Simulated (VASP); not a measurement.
# Ir (I4/mmm) in VASP: a series of runs, part 2 of 2

VASP 6.6.1. The steps go on from the part before.

## 5. Single point, LDA (13.10 Å³/atom)

This run uses another cell than the first one, of 13.10 Å³/atom.

INCAR

```
SYSTEM = Ir
PREC = Accurate
ENCUT = 520
EDIFF = 1E-7
ISMEAR = 0
SIGMA = 0.15
LREAL = .FALSE.
LASPH = .TRUE.
NELM = 60
ALGO = Fast
ISIF = 2
LWAVE = .FALSE.
LCHARG = .TRUE.
GGA = CA
LELF = .TRUE.
LVHAR = .TRUE.
NBANDS = 10
```

KPOINTS

```
Automatic mesh
0
G
  22 22 22
  0 0 0
```

POSCAR

```
Ir
1.0
    0.0000000000      1.7770570814      2.0738256140
    1.7770570814      0.0000000000      2.0738256140
    1.7770570814      1.7770570814      0.0000000000
Ir
1
Direct
    0.0000000000      0.0000000000      0.0000000000
```

Potentials or basis: VASP PAW LDA potentials, release 64 (Ir).

Started as:

```
$ cat potpaw_LDA.64/Ir/POTCAR > POTCAR
$ mpirun -np 1 vasp_std > vasp.out
```

OUTCAR:

```text
SYSTEM = Ir
   PREC = Accurate
   ENCUT = 520
   EDIFF = 1E-7
   ISMEAR = 0
   LREAL = .FALSE.
   LASPH = .TRUE.
   NELM = 60
   ISIF = 2
   GGA = CA

 ion  position               nearest neighbor table
   1  0.000  0.000  0.000-

  LATTYP: Found a body centered tetragonal cell.
 ALAT       =     2.5131382256
 C/A-ratio  =     1.6503872273

  Lattice vectors:

 A1 = (  -1.7770570814,   0.0000000000,   2.0738256140)
 A2 = (   1.7770570814,   0.0000000000,   2.0738256140)
 A3 = (   0.0000000000,   1.7770570814,  -2.0738256140)

Analysis of symmetry for initial positions (statically):
=====================================================================
 Subroutine PRICEL returns:
 Original cell was already a primitive cell.

 Routine SETGRP: Setting up the symmetry group for a
 body centered tetragonal supercell.

 Subroutine GETGRP returns: Found 16 space group operations
 (whereof 16 operations were pure point group operations)
 out of a pool of 16 trial point group operations.

The static configuration has the point symmetry D_4h.

Analysis of symmetry for dynamics (positions and initial velocities):
=====================================================================
 Subroutine PRICEL returns:
 Original cell was already a primitive cell.

 Routine SETGRP: Setting up the symmetry group for a
 body centered tetragonal supercell.

 Subroutine GETGRP returns: Found 16 space group operations
 (whereof 16 operations were pure point group operations)
 out of a pool of 16 trial point group operations.

The dynamic configuration has the point symmetry D_4h.

 Subroutine INISYM returns: Found 16 space group operations
 (whereof 16 operations are pure point group operations),
 and found     1 'primitive' translations

----------------------------------------------------------------------------------------

                                     Primitive cell

[... 112 lines left out ...]
   LORBIT       =      0    0 simple, 1 ext, 2 COOP (PROOUT), +10 PAW based schemes
   GGA     = CA    functional components
   LHFCALC =     F    Hartree Fock is set to
   AEXX    =    0.0000 exact exchange contribution
   IVDW    =     0    specifies the selected vdW correction
   LEPSILON=     F    determine dielectric tensor
   LRPA    =     F    only Hartree local field effects (RPA)
 non-spin polarized calculation
 RMM-DIIS sequential band-by-band and
 Gauss-broadening in eV      SIGMA  =   0.15
  energy-cutoff  :      520.00
  volume of cell :       13.10
 maximum number of plane-waves:       368
   NGX = 11   NGY = 11   NGZ =  9

 number of electron       8.9999999 magnetization

 Free energy of the ion-electron system (eV)
  ---------------------------------------------------
  ext. energy  EPLUGINS =         0.00000000
  ---------------------------------------------------
  free energy    TOTEN  =        -9.95341164 eV

  energy without entropy =       -9.94316242  energy(sigma->0) =       -9.94828703

 E-fermi :  11.6917     XC(G=0): -14.5784

 val. band max:       11.6904775355   @ k =  -0.3636  -0.0000   0.0909
 cond. band min:      11.6943115960   @ k =  -0.3636   0.1818   0.0000
 fundamental gap:      0.0038340605
 Fermi energy:        11.6917359492

 k-point     1 :       0.0000    0.0000    0.0000
  band No.  band energies     occupation
      1      -0.2165      2.00000
      2       5.8497      2.00000
      3       8.3263      2.00000
      4       8.3263      2.00000
      5       8.6226      2.00000
      6      11.8766      0.08141
      7      26.3110      0.00000
      8      28.7733      0.00000
      9      33.7323      0.00000
     10      33.7323      0.00000
[... 287 lines left out ...]
 k-point    24 :      -0.4545    0.0455    0.0000
  band No.  band energies     occupation
      1       2.8804      2.00000
      2       6.1371      2.00000
      3       8.4493      2.00000
      4      10.3637      2.00000
      5      12.2024      0.00000
      6      13.6532      0.00000
      7      20.2169      0.00000
      8      25.1052      0.00000
      9      31.5379      0.00000
     10      33.8485      0.00000

 [... further k-points ...]

------------------------ aborting loop because EDIFF is reached ----------------------------------------

  FORCE on cell =-STRESS in cart. coord.  units (eV):
  Direction    XX          YY          ZZ          XY          YZ          ZX
  --------------------------------------------------------------------------------------
  -------------------------------------------------------------------------------------
  Total        4.8618546      4.8618546     -0.8288307      0.0000000      0.0000000     -0.0000000
  in kB      594.7131790    594.7131790   -101.3844658      0.0000000      0.0000000     -0.0000000
  external PRESSURE =     362.6806307 kB  Pullay stress =       0.0000000 kB

 VOLUME and BASIS-vectors are now :
 -----------------------------------------------------------------------------
  energy-cutoff  :      520.00
  volume of cell :       13.10
      direct lattice vectors                 reciprocal lattice vectors
     0.000000000  1.777057081  2.073825614    -0.281364063  0.281364063  0.241100311
     1.777057081  0.000000000  2.073825614     0.281364063 -0.281364063  0.241100311
     1.777057081  1.777057081  0.000000000     0.281364063  0.281364063 -0.241100311

 POSITION                                       TOTAL-FORCE (eV/Angst)
 -----------------------------------------------------------------------------------
      0.00000      0.00000      0.00000         0.000000      0.000000      0.000000
 -----------------------------------------------------------------------------------
    total drift:                                0.000000      0.000000      0.000000

  FREE ENERGIE OF THE ION-ELECTRON SYSTEM (eV)
  ---------------------------------------------------
  free  energy   TOTEN  =        -9.9534116438 eV

  energy  without entropy=       -9.9431624205  energy(sigma->0) =       -9.94828703
```

OSZICAR:

```text
N       E                     dE             d eps       ncg     rms          rms(c)
DAV:   1     0.485881494834E+02    0.48588E+02   -0.44256E+03 16792   0.833E+02
DAV:   2    -0.957640499910E+01   -0.58165E+02   -0.55555E+02 17046   0.202E+02
DAV:   3    -0.104866889020E+02   -0.91028E+00   -0.90628E+00 19414   0.308E+01
DAV:   4    -0.104952683317E+02   -0.85794E-02   -0.85775E-02 19386   0.275E+00
[... 10 lines left out ...]
RMM:  15    -0.995341239933E+01   -0.48602E-06   -0.28824E-06 20133   0.157E-02    0.281E-02
RMM:  16    -0.995341200086E+01    0.39847E-06   -0.30254E-07 17809   0.646E-03    0.199E-02
RMM:  17    -0.995341178773E+01    0.21313E-06   -0.14021E-07 11480   0.398E-03    0.141E-02
RMM:  18    -0.995341165429E+01    0.13344E-06   -0.13895E-07 10762   0.399E-03    0.648E-03
RMM:  19    -0.995341164375E+01    0.10537E-07   -0.29753E-08  9714   0.144E-03
   1 F= -.99534116E+01 E0= -.99482870E+01  d E =-.102492E-01
```

stdout:

```text
POSCAR found type information on POSCAR Ir
 POSCAR found :  1 types and       1 ions
 scaLAPACK will be used
 LDA part: xc-table for (Slater(with rela. corr.)+CA(PZ))
 , standard interpolation
 POSCAR, INCAR and KPOINTS ok, starting setup
 FFT: planning ... GRIDC
 FFT: planning ... GRID_SOFT
 FFT: planning ... GRID
 WAVECAR not read
 entering main loop
```

Wall time 1.9 min (1 thread of Intel Xeon Platinum 8488C (Sapphire Rapids), shared host); peak memory 0.22 GiB.

What came out:

| Item | Value |
| --- | --- |
| Free energy | -9.9534 eV |
| Pressure | 36.3 GPa |
| Band gap on the k mesh | zero (an odd number of electrons rules out a gap without spin polarisation) |

Stress tensor (GPa, compression positive):
```
 59.47   0.00   0.00
  0.00  59.47   0.00
  0.00   0.00 -10.14
```

Levels at points of the mesh, in eV from the Fermi level:
| k point | band 2 | band 3 | band 4 | band 5 | band 6 | band 7 |
| --- | --- | --- | --- | --- | --- | --- |
| (0.00, 0.00, 0.00) | -5.84 | -3.37 | -3.37 | -3.07 | 0.18 | 14.62 |
| (0.50, 0.00, 0.00) | -5.54 | -3.29 | -0.79 | 0.60 | 1.46 | 8.46 |
| (0.50, 0.50, 0.00) | -8.21 | -0.29 | 1.42 | 1.57 | 1.57 | 8.79 |
| (0.50, 0.00, 0.50) | -8.05 | 0.37 | 0.59 | 3.03 | 3.07 | 10.41 |

Caveat: the cell stands under pressure; spin-orbit coupling is left out, which moves the levels of the heavy elements.

## 6. The runs side by side

```tsv
cell	gap on the mesh (eV)	pressure (GPa)
a = 2.705, b = 2.705, c = 2.489 Å, angles 62.6, 62.6, 54.8°, 1 atom	none	53.3
a = 2.555, b = 2.555, c = 2.831 Å, angles 56.4, 56.4, 67.3°, 1 atom	none	56.0
a = 2.594, b = 2.594, c = 2.786 Å, angles 57.5, 57.5, 65.0°, 1 atom	none	34.2
a = 2.731, b = 2.731, c = 2.513 Å, angles 62.6, 62.6, 54.8°, 1 atom	none	36.3
```

Alike in all rows: task single point; level LDA; potentials or basis VASP PAW LDA potentials, release 64 (Ir); no spin polarisation; k mesh 22 × 22 × 22; cutoff (eV) 520; smearing gaussian 0.15 eV.

Caveats: the cell stands under pressure; spin-orbit coupling is left out, which moves the levels of the heavy elements.

Total energies depend on the potentials used, so only differences within one code and one set of settings carry meaning.
